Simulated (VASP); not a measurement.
Input of a VASP 6.6.1 run:

INCAR

```
SYSTEM = Be
PREC = Accurate ; ENCUT = 600
EDIFF = 1E-6 ; ISMEAR = 1
SIGMA = 0.1 ; LREAL = .FALSE.
LASPH = .TRUE. ; NELM = 80
ALGO = Normal ; ISIF = 3
LWAVE = .FALSE. ; LCHARG = .FALSE.
GGA = PE ; IBRION = 2
NSW = 80 ; EDIFFG = -0.01
PSTRESS = 300.0
```

Contents of KPOINTS:

```
Automatic mesh
0
G
  10 10 6
  0 0 0
```

The input POSCAR:

```
Be
1.0
    2.2500000000      0.0000000000      0.0000000000
   -1.1250000000      1.9485571585      0.0000000000
    0.0000000000      0.0000000000      3.6742500000
Be
2
Direct
    0.3333333333      0.6666666667      0.2500000000
    0.6666666667      0.3333333333      0.7500000000
```

Potentials or basis: VASP PAW PBE potentials, release 64 (Be).

Launch:

```console
$ cat potpaw_PBE.64/Be/POTCAR > POTCAR
$ mpirun -np 1 vasp_std > vasp.out
```

Problem. Estimate the relaxed volume.

Solution. 6.63 Å³/atom.

Problem. What does it give for the relaxed cell?

Solution. a = 2.139 Å, b = 2.139 Å, c = 3.344 Å, α = 90.00°, β = 90.00°, γ = 120.00°.

The path:
```csv
step,energy change (eV),largest force (eV/Å),pressure (GPa),volume (Å³)
1,0.0000,0.0000,-1.99,16.11
2,0.3214,0.0000,41.01,12.63
3,0.1934,0.0000,30.53,13.21
4,0.1833,0.0000,29.63,13.26
5,0.1798,0.0000,29.44,13.28
6,0.1779,0.0000,29.33,13.29
7,0.1884,0.0000,30.26,13.23
8,0.1853,0.0000,29.98,13.25
```

Caveat: the cell is relaxed towards a set pressure, so the run minimises the enthalpy, not the energy; the volume moved by over 15 % at a fixed basis, so the end points are rough.
